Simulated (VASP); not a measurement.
Write the native input for VASP 6.6.1 that does the following.

```yaml
Task: single point
Functional: PBE
Potentials_or_basis: VASP PAW PBE potentials, release 64 (Ta_pv, N)
Cutoff: 520 eV
k_mesh: 9 × 9 × 8
Occupations: tetrahedron
Spin: no spin polarisation
Dipole_correction: no
Further_INCAR_settings: ALGO = Normal; EDIFF = 1e-07; NBANDS = 15
```

The structure of TaN lies in POSCAR:

```
TaN
1.0
    2.9380000000      0.0000000000      0.0000000000
   -1.4690000000      2.5443826363      0.0000000000
    0.0000000000      0.0000000000      2.8830000000
Ta N
1 1
Direct
    0.2833333333      0.5666666667      0.4250000000
    0.0500000000      0.1000000000      0.0750000000
```

The input as run:

INCAR

```
PREC = Accurate
ENCUT = 520
EDIFF = 1E-7
ISMEAR = -4
SIGMA = 0.1
LREAL = F
LASPH = T
NELM = 100
ALGO = Normal
ISIF = 2
LWAVE = F
LCHARG = T
GGA = PE
LELF = T
LVHAR = T
NBANDS = 15
```

KPOINTS

```
regular mesh
0
Gamma
  9 9 8
```

Potentials or basis: VASP PAW PBE potentials, release 64 (Ta_pv, N).

Run with:

```bash
$ cat potpaw_PBE.64/Ta_pv/POTCAR potpaw_PBE.64/N/POTCAR > POTCAR
$ mpirun -np 1 vasp_std > vasp.out
```

It gave:

```
Pressure               : 116.3 GPa
Largest force          : 23.333 eV/Å
Band gap on the k mesh : zero (band 8 reaches 8.95 eV, above the bottom of band 9 at 7.80 eV)
```

Caveat: spin-orbit coupling is left out, which moves the levels of the heavy elements; forces of over 1 eV/Å act on the atoms, so gaps and moduli don't describe the material at rest.

Run time: 20 s on 1 thread of Intel(R) Xeon(R) 6975P-C (Granite Rapids), on a shared host, peak memory 0.19 GiB.
